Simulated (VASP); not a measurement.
Input of a VASP 6.6.1 run:

INCAR

```
SYSTEM = MgB3
PREC = Accurate ; ENCUT = 840
EDIFF = 1E-6 ; ISMEAR = 0
SIGMA = 0.1 ; LREAL = .FALSE.
LASPH = .TRUE. ; NELM = 120
ALGO = Normal ; ISIF = 2
LWAVE = .FALSE. ; LCHARG = .FALSE.
GGA = PE ; NBANDS = 18
GGA_COMPAT = .FALSE.
```

The input KPOINTS:

```
regular mesh
0
G
  6 6 6
  0 0 0
```

Contents of POSCAR:

```
MgB3
1.0
    3.6786428926      0.0000000000      0.0000000000
   -1.8393214463      3.1857981964      0.0000000000
    0.0000000000      0.0000000000      4.7099880629
Mg B
1 3
Direct
    0.0000000000      0.0000000000      0.0000000000
    0.0000000000      0.0000000000      0.5000000000
    0.3333333333      0.6666666667      0.0000000000
    0.6666666667      0.3333333333      0.0000000000
```

Potentials or basis: VASP PAW PBE potentials, release 64 (Mg_sv, B).

Run with:

```sh
$ cat potpaw_PBE.64/Mg_sv/POTCAR potpaw_PBE.64/B/POTCAR > POTCAR
$ mpirun -np 1 vasp_std > vasp.out
```

(1) Estimate the pressure.

(2) Estimate the band gap on the k mesh.

Results:

(1) 0.0 GPa.

(2) zero (an odd number of electrons rules out a gap without spin polarisation).

Caveat: an odd number of electrons without spin polarisation forces a metal; a magnetic or distorted state may lie lower.
